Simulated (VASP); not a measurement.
# Ru (P6_3/mmc) in VASP: a series of runs, part 2 of 2

VASP 6.6.1.

**3. Single point, PBEsol-based global hybrid with 25 % exact exchange**

This run uses another cell than the first one, of 13.57 Å³/atom.

Input file POSCAR:

```
Ru
1.0
    2.7058000000      0.0000000000      0.0000000000
   -1.3529000000      2.3432915376      0.0000000000
    0.0000000000      0.0000000000      4.2819000000
Ru
2
Direct
    0.6666666667      0.3333333333      0.7500000000
    0.3333333333      0.6666666667      0.2500000000
```

Input file INCAR.step1:

```
SYSTEM = Ru
ALGO = Normal
EDIFF = 1E-5
ENCUT = 520
GGA = PE
ISIF = 2
ISMEAR = -1
LASPH = .True.
LCHARG = .False.
LREAL = .False.
LWAVE = .True.
NBANDS = 21
NELM = 80
PREC = Accurate
SIGMA = 0.05
```

Input file INCAR.step2:

```
SYSTEM = Ru
AEXX = 0.25
ALGO = Normal
EDIFF = 1E-6
ENCUT = 520
GGA = PS
ISIF = 2
ISMEAR = -1
ISTART = 1
LASPH = .True.
LCHARG = .False.
LHFCALC = .True.
LREAL = .False.
LWAVE = .False.
NBANDS = 21
NELM = 80
PREC = Accurate
PRECFOCK = Normal
SIGMA = 0.05
```

Input file KPOINTS:

```
k-points
0
Gamma
  6 6 3
  0 0 0
```

Potentials or basis: VASP PAW PBE potentials, release 64 (Ru_pv).

Command:

```console
$ cat potpaw_PBE.64/Ru_pv/POTCAR > POTCAR
$ cp INCAR.step1 INCAR
$ mpirun -np 1 vasp_std > vasp.out
$ cp INCAR.step2 INCAR
$ mpirun -np 1 vasp_std > vasp.out
```

OUTCAR:

```text
SYSTEM = Ru
   AEXX = 0.25
   EDIFF = 1E-6
   ENCUT = 520
   GGA = PS
   ISIF = 2
   ISMEAR = -1
   ISTART = 1
   LASPH = .True.
   LHFCALC = .True.
   LREAL = .False.
   NELM = 80
   PREC = Accurate
   PRECFOCK = Normal

 ion  position               nearest neighbor table
   1  0.667  0.333  0.750-   2 2.65   2 2.65   2 2.65   2 2.65   2 2.65   2 2.65
   2  0.333  0.667  0.250-   1 2.65   1 2.65   1 2.65   1 2.65   1 2.65   1 2.65

  LATTYP: Found a hexagonal cell.
 ALAT       =     2.7058000000
 C/A-ratio  =     1.5824894671

  Lattice vectors:

 A1 = (   2.7058000000,   0.0000000000,   0.0000000000)
 A2 = (  -1.3529000000,   2.3432915376,   0.0000000000)
 A3 = (   0.0000000000,   0.0000000000,   4.2819000000)

Analysis of symmetry for initial positions (statically):
=====================================================================
 Subroutine PRICEL returns:
 Original cell was already a primitive cell.

 Routine SETGRP: Setting up the symmetry group for a
 hexagonal supercell.

 Subroutine GETGRP returns: Found 24 space group operations
 (whereof 12 operations were pure point group operations)
[... 159 lines left out ...]
  free energy    TOTEN  =       -24.97217612 eV

  energy without entropy =      -24.97209355  energy(sigma->0) =      -24.97213484

 E-fermi :  12.4026     XC(G=0): -11.1762

 val. band max:       12.0497910104   @ k =   0.1667   0.1667   0.0000
 cond. band min:      12.7909801581   @ k =   0.5000   0.0000   0.3333
 fundamental gap:      0.7411891477
 Fermi energy:        12.4026228810

 k-point     1 :       0.0000    0.0000    0.0000
  band No.  band energies     occupation
      1     -34.8011      2.00000
      2     -33.7044      2.00000
      3     -33.7044      2.00000
      4     -33.5056      2.00000
      5     -33.5056      2.00000
      6     -33.4607      2.00000
[... 325 lines left out ...]
     20      26.7087      0.00000
     21      26.7098      0.00000

------------------------ aborting loop because EDIFF is reached ----------------------------------------

  FORCE on cell =-STRESS in cart. coord.  units (eV):
  Direction    XX          YY          ZZ          XY          YZ          ZX
  --------------------------------------------------------------------------------------
  -------------------------------------------------------------------------------------
  Total       -2.1840872     -2.1840872     -3.7795286      0.0000000     -0.0000000      0.0000000
  in kB     -128.8908268   -128.8908268   -223.0435555      0.0000000     -0.0000000      0.0000000
  external PRESSURE =    -160.2750697 kB  Pullay stress =       0.0000000 kB

 VOLUME and BASIS-vectors are now :
 -----------------------------------------------------------------------------
  energy-cutoff  :      520.00
  volume of cell :       27.15
      direct lattice vectors                 reciprocal lattice vectors
     2.705800000  0.000000000  0.000000000     0.369576465  0.213375072  0.000000000
    -1.352900000  2.343291538  0.000000000     0.000000000  0.426750144  0.000000000
     0.000000000  0.000000000  4.281900000     0.000000000  0.000000000  0.233541185

 POSITION                                       TOTAL-FORCE (eV/Angst)
 -----------------------------------------------------------------------------------
      1.35290      0.78110      3.21143         0.000000      0.000000     -0.000000
     -0.00000      1.56219      1.07048        -0.000000     -0.000000      0.000000
 -----------------------------------------------------------------------------------
    total drift:                               -0.000000      0.000000     -0.000000

  FREE ENERGIE OF THE ION-ELECTRON SYSTEM (eV)
  ---------------------------------------------------
  free  energy   TOTEN  =       -24.9721761227 eV

  energy  without entropy=      -24.9720935511  energy(sigma->0) =      -24.97213484
```

OUTCAR.step1:

```text
SYSTEM = Ru
   EDIFF = 1E-5
   ENCUT = 520
   GGA = PE
   ISIF = 2
   ISMEAR = -1
   LASPH = .True.
[... 547 lines left out ...]
      1.35290      0.78110      3.21143        -0.000000      0.000000      0.000000
     -0.00000      1.56219      1.07048         0.000000     -0.000000      0.000000
 -----------------------------------------------------------------------------------
    total drift:                               -0.000000      0.000000     -0.000000

  FREE ENERGIE OF THE ION-ELECTRON SYSTEM (eV)
  ---------------------------------------------------
  free  energy   TOTEN  =       -18.3893567101 eV

  energy  without entropy=      -18.3787160615  energy(sigma->0) =      -18.38403639
```

OSZICAR.step1:

```text
N       E                     dE             d eps       ncg     rms          rms(c)
DAV:   1     0.287769739296E+03    0.28777E+03   -0.17456E+04   588   0.148E+03
DAV:   2    -0.138556169535E+02   -0.30163E+03   -0.29157E+03   608   0.444E+02
DAV:   3    -0.196754291199E+02   -0.58198E+01   -0.57923E+01   683   0.691E+01
DAV:   4    -0.197184777076E+02   -0.43049E-01   -0.42959E-01   758   0.562E+00
DAV:   5    -0.197189164079E+02   -0.43870E-03   -0.43739E-03   638   0.586E-01    0.178E+01
DAV:   6    -0.184794252574E+02    0.12395E+01   -0.26855E+00   658   0.161E+01    0.504E+00
DAV:   7    -0.183974030788E+02    0.82022E-01   -0.62077E-01   678   0.567E+00    0.896E-01
DAV:   8    -0.183904479306E+02    0.69551E-02   -0.21380E-02   643   0.119E+00    0.428E-01
DAV:   9    -0.183893585152E+02    0.10894E-02   -0.15434E-03   668   0.427E-01    0.390E-02
DAV:  10    -0.183893610851E+02   -0.25699E-05   -0.13329E-04   668   0.116E-01    0.295E-02
DAV:  11    -0.183893567101E+02    0.43749E-05   -0.98755E-06   369   0.302E-02
   1 F= -.18389357E+02 E0= -.18384036E+02  d E =-.106406E-01
```

Wall time 26 min (1 thread of Intel Xeon Platinum 8259CL at 2.50GHz (Skylake/Cascade Lake), shared host); peak memory 0.16 GiB.

Results:

* Free energy: -24.9722 eV
* Pressure: -16.0 GPa
* Band gap on the k mesh: zero (bands 14 and 15 overlap by 4.45 eV)

Stress tensor (GPa, compression positive):
```
-12.89   0.00   0.00
  0.00 -12.89   0.00
  0.00   0.00 -22.30
```

Caveat: the k points lie up to 0.49 Å⁻¹ apart, too coarse for converged energies and pressures of a metal; the PAW data sets were made with another functional, which shifts forces and pressure a little.

**4. Single point, B3LYP**

This run uses another cell than the first one, of 13.57 Å³/atom.

POSCAR is that of step 3.

Input file INCAR.step1:

```
SYSTEM = Ru
PREC = Accurate
ENCUT = 520
EDIFF = 1E-5
ISMEAR = -1
SIGMA = 0.05
LREAL = .False.
LASPH = .True.
NELM = 60
ALGO = Normal
ISIF = 2
LWAVE = .True.
LCHARG = .False.
GGA = PE
NBANDS = 21
```

Input file INCAR.step2:

```
SYSTEM = Ru
PREC = Accurate
ENCUT = 520
EDIFF = 1E-6
ISMEAR = -1
SIGMA = 0.05
LREAL = .False.
LASPH = .True.
NELM = 60
ALGO = Normal
ISIF = 2
LWAVE = .False.
LCHARG = .False.
GGA = B3
LHFCALC = .True.
AEXX = 0.2
AGGAX = 0.72
AGGAC = 0.81
ALDAC = 0.19
PRECFOCK = Normal
ISTART = 1
NBANDS = 21
```

Input file KPOINTS:

```
Automatic mesh
0
Gamma
  6 6 3
  0 0 0
```

Command:

```console
$ cat potpaw_PBE.64/Ru_pv/POTCAR > POTCAR
$ cp INCAR.step1 INCAR
$ mpirun -np 1 vasp_std > vasp.out
$ cp INCAR.step2 INCAR
$ mpirun -np 1 vasp_std > vasp.out
```

Run time: 31 min. Hardware: 1 thread of Intel Xeon Platinum 8259CL at 2.50GHz (Skylake/Cascade Lake), shared host; peak memory 0.16 GiB.

The run converged. Its results:

```yaml
Free_energy: -20.2551 eV
Pressure: 7.0 GPa
Band_gap_on_the_k_mesh: zero (bands 14 and 15 overlap by 4.23 eV)
```

Stress tensor (GPa, compression positive):
```
9.82 0.00 0.00
0.00 9.82 0.00
0.00 0.00 1.37
```

Levels at points of the mesh, in eV from the Fermi level:
```
           k point  band 12  band 13  band 14  band 15  band 16  band 17
(0.00, 0.00, 0.00)    -2.61    -2.61    -2.06    -2.06     1.65     1.65
(0.50, 0.00, 0.00)    -2.06    -2.02     1.98     2.44     2.45     5.01
```

Caveat: the k points lie up to 0.49 Å⁻¹ apart, too coarse for converged energies and pressures of a metal; the PAW data sets were made with another functional, which shifts forces and pressure a little.

**5. Single point, PBE-based screened hybrid with 25 % exact exchange**

This run uses another cell than the first one, of 13.27 Å³/atom.

Input file POSCAR:

```
Ru
1.0
    2.6969358610      0.0000000000      0.0000000000
   -1.3484679305      2.3356149680      0.0000000000
    0.0000000000      0.0000000000      4.2135324578
Ru
2
Direct
    0.6666666667      0.3333333333      0.7500000000
    0.3333333333      0.6666666667      0.2500000000
```

Input file INCAR.step1:

```
SYSTEM = Ru
  PREC = Accurate
  ENCUT = 520
  EDIFF = 1E-5
  ISMEAR = -1
  SIGMA = 0.05
  LREAL = .False.
  LASPH = .True.
  NELM = 60
  ALGO = Normal
  ISIF = 2
  LWAVE = .True.
  GGA = PE
  NBANDS = 21
```

Input file INCAR.step2:

```
SYSTEM = Ru
  PREC = Accurate
  ENCUT = 520
  EDIFF = 1E-7
  ISMEAR = -1
  SIGMA = 0.05
  LREAL = .False.
  LASPH = .True.
  NELM = 60
  ALGO = Normal
  ISIF = 2
  LWAVE = .False.
  LCHARG = .True.
  GGA = PE
  LHFCALC = .True.
  AEXX = 0.25
  HFSCREEN = 0.3
  PRECFOCK = Normal
  LELF = .True.
  LVHAR = .True.
  ISTART = 1
  NBANDS = 21
```

Input file KPOINTS:

```
regular mesh
0
Gamma
  6 6 3
  0 0 0
```

Command:

```console
$ cat potpaw_PBE.64/Ru_pv/POTCAR > POTCAR
$ cp INCAR.step1 INCAR
$ mpirun -np 1 vasp_std > vasp.out
$ cp INCAR.step2 INCAR
$ mpirun -np 1 vasp_std > vasp.out
```

Run time: 31 min. Hardware: 1 thread of AMD EPYC 7R43 (Zen 3), shared host; peak memory 0.22 GiB.

The run converged. Its results:

- Free energy: -20.9539 eV
- Pressure: 0.8 GPa
- Band gap on the k mesh: zero (bands 14 and 15 overlap by 3.76 eV)

Stress tensor (GPa, compression positive):
```
0.69 0.00 0.00
0.00 0.69 0.00
0.00 0.00 0.91
```

Levels at points of the mesh, in eV from the Fermi level:
| k point | band 12 | band 13 | band 14 | band 15 | band 16 | band 17 |
| --- | --- | --- | --- | --- | --- | --- |
| (0.00, 0.00, 0.00) | -2.27 | -2.27 | -1.84 | -1.84 | 1.43 | 1.43 |
| (0.50, 0.00, 0.00) | -2.00 | -1.63 | 1.68 | 2.19 | 2.30 | 4.73 |

Caveat: the k points lie up to 0.50 Å⁻¹ apart, too coarse for converged energies and pressures of a metal; the PAW data sets were made with another functional, which shifts forces and pressure a little.

**6. Summary**

```tsv
level	spin	cell	k mesh	cutoff (eV)	smearing	grid for exact exchange (PRECFOCK)	share of exact exchange	screening parameter	gap on the mesh (eV)	pressure (GPa)
rpbe exchange, lyp correlation	collinear, zero start	a = 2.741, b = 2.741, c = 4.338 Å, angles 90.0, 90.0, 120.0°, 2 atoms	11 × 11 × 6	500	tetrahedron	-	-	-	none	10.2
PBEsol-based global hybrid with 25 % exact exchange	off	a = 2.706, b = 2.706, c = 4.282 Å, angles 90.0, 90.0, 120.0°, 2 atoms	6 × 6 × 3	520	fermi-dirac 0.05 eV	Normal	0.25	-	none	-16.0
B3LYP	off	a = 2.706, b = 2.706, c = 4.282 Å, angles 90.0, 90.0, 120.0°, 2 atoms	6 × 6 × 3	520	fermi-dirac 0.05 eV	Normal	0.2	-	none	7.0
PBE-based screened hybrid with 25 % exact exchange	off	a = 2.697, b = 2.697, c = 4.214 Å, angles 90.0, 90.0, 120.0°, 2 atoms	6 × 6 × 3	520	fermi-dirac 0.05 eV	Normal	0.25	0.3 1/Å	none	0.8
```

Alike in all rows: task single point; potentials or basis VASP PAW PBE potentials, release 64 (Ru_pv).

Caveats: some runs use coarse meshes; the PAW data sets were made with another functional, which shifts forces and pressure a little; the cell stands under pressure (at least some runs).

Absolute energies hang on the potentials; compare differences alone.
